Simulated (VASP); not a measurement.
**GaAs: single point with PBE**

GaAs:

```
CELL_PARAMETERS angstrom
0.00000 2.82685 2.79858
2.82685 0.00000 2.79858
2.82685 2.82685 0.00000
ATOMIC_POSITIONS crystal
Ga 0.00000 0.00000 0.00000
As 0.25000 0.25000 0.25000
```

This cell differs from its parent crystal: z stretched by -1 %, then relaxed in part.

```json
{
  "Program": "VASP 6.6.1",
  "Task": "single point",
  "Functional": "PBE",
  "Potentials or basis": "VASP PAW PBE potentials, release 64 (Ga_d, As)",
  "Cutoff": "520 eV",
  "k mesh": "13 × 13 × 13",
  "Occupations": "fermi-dirac, width 0.02 eV",
  "Spin": "no spin polarisation"
}
```

```
Pressure               : 4.3 GPa
Band gap on the k mesh : 0.56 eV, direct
```

Stress tensor (GPa, compression positive):
```
4.08 0.00 0.00
0.00 4.08 0.00
0.00 0.00 4.66
```

Levels at points of the mesh, in eV from the valence-band top:
```tsv
k point	band 6	band 7	band 8	band 9	band 10	band 11	band 12	band 13
(0.00, 0.00, 0.00)	-12.84	-0.06	-0.06	0.00	0.56	3.68	3.70	3.70
```

It took 6 min on 1 thread of AMD EPYC 7R13 (shared host), peak memory 0.25 GiB.

Caveat: the cell differs from its parent crystal (z stretched by -1 %, then relaxed in part). A k mesh can miss the band edges.
